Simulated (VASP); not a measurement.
Input of a VASP 6.6.1 run:

File INCAR:

```
SYSTEM = Mo
  PREC = Accurate
  ENCUT = 520
  EDIFF = 1E-7
  ISMEAR = -1
  SIGMA = 0.025
  LREAL = .FALSE.
  LASPH = .TRUE.
  NELM = 150
  ALGO = Fast
  ISIF = 2
  LWAVE = .FALSE.
  LCHARG = .FALSE.
  ISPIN = 2
  MAGMOM = 1.14
  LORBIT = 11
  LMAXMIX = 4
  GGA = RE
  IVDW = 12
  NBANDS = 17
```

KPOINTS

```
Automatic mesh
0
G
  12 12 12
  0 0 0
```

Contents of POSCAR:

```
Mo
1.0
   -1.6148719360      1.6148719360      1.6148719360
    1.6148719360     -1.6148719360      1.6148719360
    1.6148719360      1.6148719360     -1.6148719360
Mo
1
Direct
    0.0000000000      0.0000000000      0.0000000000
```

Potentials or basis: VASP PAW PBE potentials, release 64 (Mo_sv).

The run is started by

```sh
$ cat potpaw_PBE.64/Mo_sv/POTCAR > POTCAR
$ mpirun -np 1 vasp_std > vasp.out
```

Q: Estimate the dispersion energy per atom.

A: -1.231 eV.

Q: What does it give for the band gap on the k mesh?

A: Zero (filled and empty bands overlap).

Q: What does it give for the pressure?

A: -24.6 GPa.

Q: Predict the net moment.

A: 0.00 μB per cell.

Caveat: three body term missing; the PAW data sets were made with another functional, which shifts forces and pressure a little; pairwise dispersion overbinds metals, which lowers pressure and volume.
